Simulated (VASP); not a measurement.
# MgO (Cm) in VASP: a series of runs

Runs on MgO. Level: PBEsol. Tasks: single point.

Program: VASP 6.6.1. These are calculated values, not measurements. Logs are shortened: lines on timing, memory, paths and dates and some standing lists are left out, and cuts for length are marked.

## Step 1: The cell of the first run

It takes space group Cm (No. 8, monoclinic). The conventional cell has a = 4.215 Å, b = 4.215 Å, c = 2.981 Å, α = 90.00°, β = 135.00°, γ = 90.00°. Mg (site symmetry m) has 5 O at 1.77 to 2.20 Å within 2.4 Å. Within 2.4 Å of O (site symmetry m) lie 5 Mg at 1.77 to 2.20 Å.

## Step 2: Single point, PBEsol (mode 4 frozen in at -0.202 Å and mode 5 at -0.040 Å (largest displacements))

File INCAR:

```
PREC = Accurate
ENCUT = 520
EDIFF = 1E-6
ISMEAR = 0
SIGMA = 0.05
LREAL = F
LASPH = T
NELM = 60
ALGO = Normal
ISIF = 2
LWAVE = F
LCHARG = T
GGA = PS
LELF = T
LVHAR = T
NBANDS = 11
```

File KPOINTS:

```
Automatic mesh
0
Gamma
  10 10 10
```

File POSCAR:

```
MgO
1.0
    0.0000000000      2.1075959641      2.1075959641
    2.1075959641      0.0000000000      2.1075959641
    2.1075959641      2.1075959641      0.0000000000
Mg O
1 1
Direct
   -0.0252360405      0.0252360405      0.0378540607
    0.5383375188      0.4616624812      0.4424937217
```

Potentials or basis: VASP PAW PBE potentials, release 64 (Mg, O).

The run is started by

```console
$ cat potpaw_PBE.64/Mg/POTCAR potpaw_PBE.64/O/POTCAR > POTCAR
$ mpirun -np 1 vasp_std > vasp.out
```

OUTCAR:

```text
PREC = Accurate
   ENCUT = 520
   EDIFF = 1E-6
   ISMEAR = 0
   LREAL = F
   LASPH = T
   NELM = 60
   ISIF = 2
   GGA = PS

 ion  position               nearest neighbor table
   1  0.975  0.025  0.038-   2 1.77   2 2.07   2 2.14   2 2.14   2 2.20   2 2.44
   2  0.538  0.462  0.442-   1 1.77   1 2.07   1 2.14   1 2.14   1 2.20   1 2.44

  LATTYP: Found a face centered cubic cell.
 ALAT       =     4.2151919282

  Lattice vectors:

 A1 = (   0.0000000000,   2.1075959641,   2.1075959641)
 A2 = (   2.1075959641,   0.0000000000,   2.1075959641)
 A3 = (   2.1075959641,   2.1075959641,   0.0000000000)

Analysis of symmetry for initial positions (statically):
=====================================================================
 Subroutine PRICEL returns:
 Original cell was already a primitive cell.

 Routine SETGRP: Setting up the symmetry group for a
 face centered cubic supercell.

 Subroutine GETGRP returns: Found  2 space group operations
 (whereof  2 operations were pure point group operations)
 out of a pool of 48 trial point group operations.

The static configuration has the point symmetry C_1h.

Analysis of symmetry for dynamics (positions and initial velocities):
=====================================================================
 Subroutine PRICEL returns:
 Original cell was already a primitive cell.

 Routine SETGRP: Setting up the symmetry group for a
 face centered cubic supercell.

 Subroutine GETGRP returns: Found  2 space group operations
 (whereof  2 operations were pure point group operations)
 out of a pool of 48 trial point group operations.

The dynamic configuration has the point symmetry C_1h.

 Subroutine INISYM returns: Found  2 space group operations
 (whereof  2 operations are pure point group operations),
 and found     1 'primitive' translations

----------------------------------------------------------------------------------------

                                     Primitive cell

  volume of cell :      18.7237

  direct lattice vectors                    reciprocal lattice vectors
     0.000000000  2.107595964  2.107595964    -0.237237122  0.237237122  0.237237122
     2.107595964  0.000000000  2.107595964     0.237237122 -0.237237122  0.237237122
     2.107595964  2.107595964  0.000000000     0.237237122  0.237237122 -0.237237122

  length of vectors
     2.980590796  2.980590796  2.980590796     0.410906748  0.410906748  0.410906748

  position of ions in fractional coordinates (direct lattice)
     0.974763960  0.025236040  0.037854061
     0.538337519  0.461662481  0.442493722

  ion indices of the primitive-cell ions
   primitive index   ion index
                 1           1
                 2           2

----------------------------------------------------------------------------------------

 KPOINTS: Automatic mesh

Automatic generation of k-mesh.
 Grid dimensions read from file:
 generate k-points for:   10   10   10

 Generating k-lattice:

  Cartesian coordinates                     Fractional coordinates (reciprocal lattice)
    -0.023723712  0.023723712  0.023723712     0.100000000  0.000000000  0.000000000
     0.023723712 -0.023723712  0.023723712     0.000000000  0.100000000  0.000000000
     0.023723712  0.023723712 -0.023723712     0.000000000  0.000000000  0.100000000

  Length of vectors
     0.041090675  0.041090675  0.041090675

  Shift w.r.t. Gamma in fractional coordinates (k-lattice)
     0.000000000  0.000000000  0.000000000

 Subroutine IBZKPT returns following result:
 ===========================================

 Found    282 irreducible k-points:

 Following reciprocal coordinates:
            Coordinates               Weight
  0.000000  0.000000  0.000000      1.000000
  0.100000  0.000000  0.000000      4.000000
  0.000000  0.000000  0.100000      4.000000
  0.200000  0.000000  0.000000      4.000000
  0.000000  0.000000  0.200000      4.000000
  0.300000  0.000000  0.000000      4.000000
[... 16 lines left out ...]
  0.100000  0.000000  0.300000      4.000000
  0.100000  0.100000 -0.200000      4.000000
 [... further k-points ...]
   k-points           NKPTS =    282   k-points in BZ     NKDIM =    282   number of bands    NBANDS=     11
   number of dos      NEDOS =    301   number of ions     NIONS =      2
   total plane-waves  NPLWV =  13824
   dimension x,y,z NGX =    24 NGY =   24 NGZ =   24
   dimension x,y,z NGXF=    48 NGYF=   48 NGZF=   48
   ions per type =               1   1
   NGX,Y,Z   is equivalent  to a cutoff of  13.39, 13.39, 13.39 a.u.
   NGXF,Y,Z  is equivalent  to a cutoff of  26.77, 26.77, 26.77 a.u.
 SYSTEM =  unknown system
   PREC   = accura    normal or accurate (medium, high low for compatibility)
   ISTART =      0    job   : 0-new  1-cont  2-samecut
   ICHARG =      2    charge: 1-file 2-atom 10-const
   ISPIN  =      1    spin polarized calculation?
   LNONCOLLINEAR =      F non collinear calculations
   LSORBIT =      F    spin-orbit coupling
   LASPH  =      T    aspherical Exc in radial PAW
   ENCUT  =  520.0 eV  38.22 Ry    6.18 a.u.   5.54  5.54  5.54*2*pi/ulx,y,z
   NELM   =     60;   NELMIN=  2; NELMDL= -5     # of ELM steps
   EDIFF  = 0.1E-05   stopping-criterion for ELM
   LREAL  =      F    real-space projection
   EDIFFG = 0.1E-04   stopping-criterion for IOM
   NSW    =      0    number of steps for IOM
   IBRION =     -1    ionic relax: 0-MD 1-quasi-New 2-CG
   NFREE  =      0    steps in history (QN), initial steepest desc. (CG)
   ISIF   =      2    stress and relaxation
   ISYM   =      2    0-nonsym 1-usesym 2-fastsym
   POTIM  = 0.5000    time-step for ionic-motion
   TEBEG  =    0.0;   TEEND  =   0.0 temperature during run
   PSTRESS=    0.0 pullay stress
   NELECT =       8.0000    total number of electrons
   NUPDOWN=      -1.0000    fix difference up-down
   EMIN   =  10.00;   EMAX   =-10.00  energy-range for DOS
   EFERMI =   0.00;   METHOD = LEGACY
   ISMEAR =     0;   SIGMA  =   0.05  broadening in eV -4-tet -1-fermi 0-gaus
   EFERMI_NEDOS =   21; number of points for ismear=-14 and -15
   IALGO  =     38    algorithm
   IMIX   =      4    mixing-type and parameters
     AMIX     =   0.40;   BMIX     =  1.00
     AMIX_MAG =   1.60;   BMIX_MAG =  1.00
  volume/ion in A,a.u.               =       9.36        63.18
  Fermi-wavevector in a.u.,A,eV,Ry     =   1.233031  2.330091 20.685841  1.520366
  Thomas-Fermi vector in A             =   2.367778
   LORBIT       =      0    0 simple, 1 ext, 2 COOP (PROOUT), +10 PAW based schemes
   GGA     = PS    functional components
   LHFCALC =     F    Hartree Fock is set to
   AEXX    =    0.0000 exact exchange contribution
   IVDW    =     0    specifies the selected vdW correction
   LEPSILON=     F    determine dielectric tensor
   LRPA    =     F    only Hartree local field effects (RPA)
 non-spin polarized calculation
 Gauss-broadening in eV      SIGMA  =   0.05
  energy-cutoff  :      520.00
  volume of cell :       18.72
 maximum number of plane-waves:       531
 NGX is ok and might be reduce to    24
   NGX = 11   NGY = 11   NGZ = 11

 number of electron       8.0000001 magnetization

 Free energy of the ion-electron system (eV)
  ---------------------------------------------------
  ext. energy  EPLUGINS =         0.00000000
  ---------------------------------------------------
  free energy    TOTEN  =       -12.07337531 eV

  energy without entropy =      -12.07337531  energy(sigma->0) =      -12.07337531

 E-fermi :   3.2682     XC(G=0): -11.2552

 val. band max:        2.9376750880   @ k =   0.0000   0.0000   0.0000
 cond. band min:       7.5219435859   @ k =   0.0000   0.0000   0.0000
 fundamental gap:      4.5842684980
 Fermi energy:         3.2682219384

 k-point     1 :       0.0000    0.0000    0.0000
  band No.  band energies     occupation
      1     -14.1932      2.00000
      2       2.8151      2.00000
      3       2.9362      2.00000
      4       2.9377      2.00000
      5       7.5219      0.00000
      6      18.8132      0.00000
      7      19.1259      0.00000
      8      19.1715      0.00000
      9      22.2452      0.00000
     10      24.4666      0.00000
     11      24.7300      0.00000

 k-point     2 :       0.1000    0.0000    0.0000
  band No.  band energies     occupation
      1     -14.0883      2.00000
      2       2.1948      2.00000
      3       2.8556      2.00000
      4       2.9008      2.00000
      5       8.1376      0.00000
      6      17.4613      0.00000
      7      19.2268      0.00000
      8      19.3813      0.00000
      9      23.6149      0.00000
     10      23.7263      0.00000
     11      24.4378      0.00000

 k-point     3 :       0.0000    0.0000    0.1000
  band No.  band energies     occupation
      1     -14.0884      2.00000
      2       2.2348      2.00000
      3       2.8125      2.00000
      4       2.8861      2.00000
      5       8.1501      0.00000
      6      17.5964      0.00000
      7      19.0965      0.00000
      8      19.3495      0.00000
      9      23.6746      0.00000
     10      23.7955      0.00000
     11      24.3637      0.00000

 k-point     4 :       0.2000    0.0000    0.0000
  band No.  band energies     occupation
      1     -13.8002      2.00000
      2       0.9246      2.00000
      3       2.7088      2.00000
      4       2.7596      2.00000
      5       9.3259      0.00000
      6      15.8241      0.00000
      7      19.5069      0.00000
      8      19.6241      0.00000
      9      23.1352      0.00000
     10      23.3820      0.00000
     11      25.3712      0.00000

 k-point     5 :       0.0000    0.0000    0.2000
  band No.  band energies     occupation
      1     -13.8001      2.00000
      2       0.9498      2.00000
      3       2.6569      2.00000
      4       2.7381      2.00000
      5       9.3589      0.00000
      6      15.9391      0.00000
      7      19.4177      0.00000
      8      19.6610      0.00000
      9      23.0974      0.00000
     10      23.3907      0.00000
     11      25.2919      0.00000
[... 211 lines left out ...]
 k-point    21 :       0.3000    0.1000    0.0000
  band No.  band energies     occupation
      1     -13.4769      2.00000
      2       0.0225      2.00000
      3       2.4171      2.00000
      4       2.4785      2.00000
      5      10.4622      0.00000
      6      14.9142      0.00000
      7      18.3943      0.00000
      8      20.1944      0.00000
      9      22.2128      0.00000
     10      24.7452      0.00000
     11      26.6428      0.00000

 k-point    22 :       0.0000    0.3000    0.1000
  band No.  band energies     occupation
      1     -13.4768      2.00000
      2       0.0646      2.00000
      3       2.4251      2.00000
      4       2.4703      2.00000
      5      10.2897      0.00000
      6      14.9121      0.00000
      7      18.9468      0.00000
      8      19.8393      0.00000
      9      22.6275      0.00000
     10      24.8159      0.00000
     11      25.6548      0.00000

 k-point    23 :       0.1000    0.0000    0.3000
  band No.  band energies     occupation
      1     -13.4766      2.00000
      2       0.0375      2.00000
      3       2.3928      2.00000
      4       2.4364      2.00000
      5      10.4945      0.00000
      6      14.9899      0.00000
      7      18.5322      0.00000
      8      20.0583      0.00000
      9      22.1353      0.00000
     10      24.8361      0.00000
     11      26.4835      0.00000

 k-point    24 :       0.1000    0.1000   -0.2000
  band No.  band energies     occupation
      1     -13.4768      2.00000
      2       0.0378      2.00000
      3       2.3795      2.00000
      4       2.4567      2.00000
      5      10.5020      0.00000
      6      14.9799      0.00000
      7      18.5551      0.00000
      8      19.8381      0.00000
      9      22.3416      0.00000
     10      24.9226      0.00000
     11      26.4001      0.00000

 [... further k-points ...]
[... 5 lines left out ...]
  --------------------------------------------------------------------------------------
  -------------------------------------------------------------------------------------
  Total        4.9551894     -0.1854247     -0.3503059     -0.2384208      0.0000000      0.0000000
  in kB      424.0126117    -15.8666770    -29.9754645    -20.4015301      0.0000000      0.0000000
  external PRESSURE =     126.0568234 kB  Pullay stress =       0.0000000 kB

 VOLUME and BASIS-vectors are now :
 -----------------------------------------------------------------------------
  energy-cutoff  :      520.00
  volume of cell :       18.72
      direct lattice vectors                 reciprocal lattice vectors
     0.000000000  2.107595964  2.107595964    -0.237237122  0.237237122  0.237237122
     2.107595964  0.000000000  2.107595964     0.237237122 -0.237237122  0.237237122
     2.107595964  2.107595964  0.000000000     0.237237122  0.237237122 -0.237237122

 POSITION                                       TOTAL-FORCE (eV/Angst)
 -----------------------------------------------------------------------------------
      0.13297      2.13419      2.10760        -3.394680     -0.180432      0.000000
      1.90560      2.06720      2.10760         3.394680      0.180432      0.000000
 -----------------------------------------------------------------------------------
    total drift:                               -0.000542     -0.000069      0.000001

  FREE ENERGIE OF THE ION-ELECTRON SYSTEM (eV)
  ---------------------------------------------------
  free  energy   TOTEN  =       -12.0733753080 eV

  energy  without entropy=      -12.0733753080  energy(sigma->0) =      -12.07337531
```

It took 23 s on 1 thread of Intel Xeon Platinum 8559C (Emerald Rapids), shared host; peak memory 0.18 GiB.

Results:

- Free energy: -12.0734 eV
- Pressure: 12.6 GPa
- Largest force: 3.399 eV/Å
- Band gap on the k mesh: 4.58 eV, direct

Forces in eV/Å, atoms in the order of the input:
```
Mg  -3.395 -0.180  0.000
O    3.395  0.180  0.000
```

Stress tensor (GPa, compression positive):
```
42.40 -2.04  0.00
-2.04 -1.59  0.00
 0.00  0.00 -3.00
```

Caveat: the cell differs from its parent crystal (mode 4 frozen in at -0.202 Å and mode 5 at -0.040 Å (largest displacements)); the PAW data sets were made with another functional, which shifts forces and pressure a little.

## Step 3: Single point, PBEsol (mode 4 frozen in at -0.162 Å and mode 5 at -0.040 Å (largest displacements))

File INCAR:

```
  PREC = Accurate
  ENCUT = 520
  EDIFF = 1E-7
  ISMEAR = 0
  SIGMA = 0.05
  LREAL = False
  LASPH = True
  NELM = 100
  ALGO = Normal
  ISIF = 2
  LWAVE = False
  LCHARG = True
  GGA = PS
  LELF = True
  LVHAR = True
  NBANDS = 11
```

KPOINTS is that of step 2.

File POSCAR:

```
MgO
1.0
    0.0000000000      2.1075959641      2.1075959641
    2.1075959641      0.0000000000      2.1075959641
    2.1075959641      2.1075959641      0.0000000000
Mg O
1 1
Direct
   -0.0189270304      0.0189270304      0.0315450506
    0.5287531391      0.4712468609      0.4520781014
```

Potentials or basis: VASP PAW PBE potentials, release 64 (Mg, O).

The run is started by

```console
$ cat potpaw_PBE.64/Mg/POTCAR potpaw_PBE.64/O/POTCAR > POTCAR
$ mpirun -np 1 vasp_std > vasp.out
```

Run time: 34 s. Hardware: 1 thread of Intel Xeon Platinum 8559C (Emerald Rapids), shared host; peak memory 0.19 GiB.

Results (log left out):

```yaml
Free_energy: -12.2588 eV
Pressure: 7.5 GPa
Largest_force: 2.226 eV/Å
Band_gap_on_the_k_mesh: 4.59 eV, direct
```

Forces on the atoms (eV/Å):
```
Mg  -2.212 -0.255  0.000
O    2.212  0.255  0.000
```

Stress tensor (GPa, compression positive):
```
25.45 -1.40  0.00
-1.40 -0.77  0.00
 0.00  0.00 -2.24
```

Levels at points of the mesh, in eV from the valence-band top:
| k point | band 2 | band 3 | band 4 | band 5 | band 6 | band 7 |
| --- | --- | --- | --- | --- | --- | --- |
| (0.00, 0.00, 0.00) | -0.09 | 0.00 | 0.00 | 4.59 | 15.77 | 15.99 |
| (0.50, 0.00, 0.00) | -4.60 | -0.61 | -0.57 | 7.75 | 12.17 | 16.09 |
| (0.00, 0.00, 0.50) | -4.60 | -0.67 | -0.60 | 7.83 | 12.26 | 16.16 |
| (0.50, 0.50, 0.00) | -4.07 | -1.40 | -1.31 | 9.20 | 9.54 | 13.04 |
| (0.00, 0.50, 0.50) | -3.98 | -1.31 | -1.31 | 9.01 | 9.41 | 13.05 |
| (0.50, 0.00, 0.50) | -4.07 | -1.39 | -1.32 | 9.20 | 9.52 | 13.04 |

Caveat: the cell differs from its parent crystal (mode 4 frozen in at -0.162 Å and mode 5 at -0.040 Å (largest displacements)); the PAW data sets were made with another functional, which shifts forces and pressure a little.
